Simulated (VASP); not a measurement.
Input of a VASP 6.6.1 run:

Contents of INCAR:

```
SYSTEM = Mg7Te
PREC     = Accurate       ! precision mode
ENCUT    = 600            ! plane-wave cutoff, eV
EDIFF    = 1E-6           ! SCF threshold, eV
ISMEAR   = 0              ! smearing method
SIGMA    = 0.2            ! smearing width, eV
LREAL    = .FALSE.        ! projectors in reciprocal space
LASPH    = .TRUE.         ! aspherical terms in the spheres
NELM     = 120            ! most SCF steps
ALGO     = Normal         ! electronic algorithm
ISIF     = 2              ! what is computed and relaxed
LWAVE    = .FALSE.        ! write WAVECAR
LCHARG   = .FALSE.        ! write CHGCAR
GGA      = PE             ! functional
NBANDS   = 20             ! bands
GGA_COMPAT= .FALSE.
```

KPOINTS

```
regular mesh
0
G
  3 3 3
  0 0 0
```

The input POSCAR:

```
Mg7Te
1.0
    0.0000000000      4.9468960933      4.9468960933
    4.9468960933      0.0000000000      4.9468960933
    4.9468960933      4.9468960933      0.0000000000
Mg Te
7 1
Direct
    0.5354703632      0.9645296368      0.9645296368
    0.9645296368      0.5354703632      0.5354703632
    0.9645296368      0.5354703632      0.9645296368
    0.5354703632      0.9645296368      0.5354703632
    0.9645296368      0.9645296368      0.5354703632
    0.5354703632      0.5354703632      0.9645296368
    0.5000000000      0.5000000000      0.5000000000
    0.2500000000      0.2500000000      0.2500000000
```

Potentials or basis: VASP PAW PBE potentials, release 64 (Mg, Te).

Command:

```sh
$ cat potpaw_PBE.64/Mg/POTCAR potpaw_PBE.64/Te/POTCAR > POTCAR
$ mpirun -np 1 vasp_std > vasp.out
```

Q: What does it give for the largest force?

A: 0.030 eV/Å.

Q: Predict the pressure.

A: 0.1 GPa.

Q: What does it give for the band gap on the k mesh?

A: Zero (bands 10 and 11 overlap by 1.02 eV).

Forces on the atoms (eV/Å):
```
Mg   0.030  0.000  0.000
Mg  -0.030  0.000  0.000
Mg   0.000  0.030  0.000
Mg   0.000 -0.030  0.000
Mg   0.000  0.000  0.030
Mg   0.000  0.000 -0.030
Mg   0.000  0.000  0.000
Te   0.000  0.000  0.000
```

Caveat: the k points lie up to 0.37 Å⁻¹ apart, too coarse for converged energies and pressures of a metal; spin-orbit coupling is left out, which moves the levels of the heavy elements.
